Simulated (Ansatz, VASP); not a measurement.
**MoS2 in VASP and in Ansatz**

```
Mo S
1.0
     3.12220    0.00000    0.00000
    -1.56110    2.70390    0.00000
     0.00000    0.00000   12.07944
Mo S
2 4
Direct
  0.66667 0.33333 0.25000
  0.33333 0.66667 0.75000
  0.66667 0.33333 0.62134
  0.33333 0.66667 0.37866
  0.66667 0.33333 0.87866
  0.33333 0.66667 0.12134
```

Alike in both runs: task single point; functional LDA; k mesh 12 × 12 × 4; occupations gaussian, width 0.01 eV; no spin polarisation.

|  | VASP | Ansatz |
| --- | --- | --- |
| version | VASP 6.6.1 | Ansatz 0.2.0 |
| potentials or method | VASP PAW LDA potentials, release 64 (Mo_sv, S), cutoff 500 eV | scalar-relativistic, plane waves, PAW |
| valence electrons in the cell | 52 | 52 |

|  | VASP | Ansatz | Ansatz less VASP |
| --- | --- | --- | --- |
| gap on the k mesh at the Fermi level (eV) | 0.74 | 0.73 | -0.011 |
| least direct gap on the mesh (eV) | 1.77 | 1.76 | -0.007 |
| pressure (GPa) | 0.1 | 0.0 | -0.12 |
| rms of the force components (eV/Å) | 0.008 | 0.000 | -0.0074 |

LDA's correlation is that of Perdew and Zunger in VASP and of Perdew and Wang (1992) in Ansatz. Atom by atom the forces differ by 0.007 eV/Å (rms over components).
